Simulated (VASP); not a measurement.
Write the native input for VASP 6.6.1 that does the following.

| Item | Value |
| --- | --- |
| Task | single point |
| Functional | LDA |
| Potentials or basis | VASP PAW LDA potentials, release 64 (Ru_pv) |
| Cutoff | 520 eV |
| k mesh | 13 × 13 × 8 |
| Occupations | methfessel-paxton, width 0.01 eV |
| Spin | no spin polarisation |
| Dipole correction | no |
| Further INCAR settings | ALGO = Normal; EDIFF = 1e-07; NBANDS = 21 |

The structure of Ru lies in POSCAR:

```
Ru
1.0
    2.6775346364      0.0000000000      0.0000000000
   -1.3387673182      2.3188130146      0.0000000000
    0.0000000000      0.0000000000      4.2181251212
Ru
2
Direct
    0.3333333333      0.6666666667      0.2500000000
    0.6666666667      0.3333333333      0.7500000000
```

The input as run:

INCAR

```
PREC = Accurate
ENCUT = 520
EDIFF = 1E-7
ISMEAR = 1
SIGMA = 0.01
LREAL = False
LASPH = True
NELM = 60
ALGO = Normal
ISIF = 2
LWAVE = False
LCHARG = False
GGA = CA
NBANDS = 21
```

KPOINTS

```
regular mesh
0
Gamma
  13 13 8
```

Potentials or basis: VASP PAW LDA potentials, release 64 (Ru_pv).

Launch:

```console
$ cat potpaw_LDA.64/Ru_pv/POTCAR > POTCAR
$ mpirun -np 1 vasp_std > vasp.out
```

Results of the run:

The pressure is 0.8 GPa and the band gap on the k mesh is zero (bands 14 and 15 overlap by 3.28 eV).

Wall time 54 s on 1 thread of AMD EPYC 7R13, with other jobs on the host, peak memory 0.13 GiB.
